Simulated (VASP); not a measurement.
# HfO2: single point with PBEsol

Crystal: HfO2.

```
Hf O
1.0
     4.87687    0.00000    0.00000
     0.00000    4.87687    0.00000
     0.00000    0.00000    3.24760
Hf O
2 4
Direct
  0.00000 0.00000 0.00000
  0.50000 0.50000 0.50000
  0.19496 0.80504 0.50000
  0.30504 0.30504 0.00000
  0.69496 0.69496 0.00000
  0.80504 0.19496 0.50000
```

```
Program             : VASP 6.6.1
Task                : single point
Functional          : PBEsol
Potentials or basis : VASP PAW PBE potentials, release 64 (Hf_pv, O)
Cutoff              : 520 eV
k mesh              : 4 × 4 × 6
Occupations         : gaussian, width 0.01 eV
Spin                : no spin polarisation
```

```json
{
 "Pressure": "-9.3 GPa",
 "Largest force": "0.152 eV/Å",
 "Band gap on the k mesh": "3.72 eV, direct"
}
```

Forces in eV/Å, atoms in the order of the input:
```
Hf   0.000  0.000  0.000
Hf   0.000  0.000  0.000
O   -0.107  0.107  0.000
O    0.107  0.107  0.000
O   -0.107 -0.107  0.000
O    0.107 -0.107  0.000
```

Stress tensor (GPa, compression positive):
```
 -8.27   0.00   0.00
  0.00  -8.27   0.00
  0.00   0.00 -11.31
```

Levels at points of the mesh, in eV from the valence-band top:
```tsv
k point	band 20	band 21	band 22	band 23	band 24	band 25
(0.00, 0.00, 0.00)	-0.50	-0.50	0.00	3.72	3.91	4.98
(0.50, 0.00, 0.00)	-1.47	-0.65	-0.65	4.37	4.37	5.91
(0.50, 0.50, 0.00)	-1.17	-0.87	-0.87	3.98	3.98	5.38
(0.00, 0.00, 0.50)	-2.05	-0.99	-0.99	5.35	5.35	5.80
(0.50, 0.00, 0.50)	-1.76	-0.91	-0.91	3.97	3.97	6.03
(0.50, 0.50, 0.50)	-1.06	-0.53	-0.53	4.89	4.89	5.58
```

Wall time 25 s on 1 thread of AMD EPYC 9R45 96-Core Processor (Zen 5), with other jobs on the host, peak memory 0.17 GiB.

Caveat: the PAW data sets were made with another functional, which shifts forces and pressure a little; spin-orbit coupling is left out, which moves the levels of the heavy elements. Expect the measured gap to be larger: semilocal functionals such as PBEsol lack the derivative discontinuity.
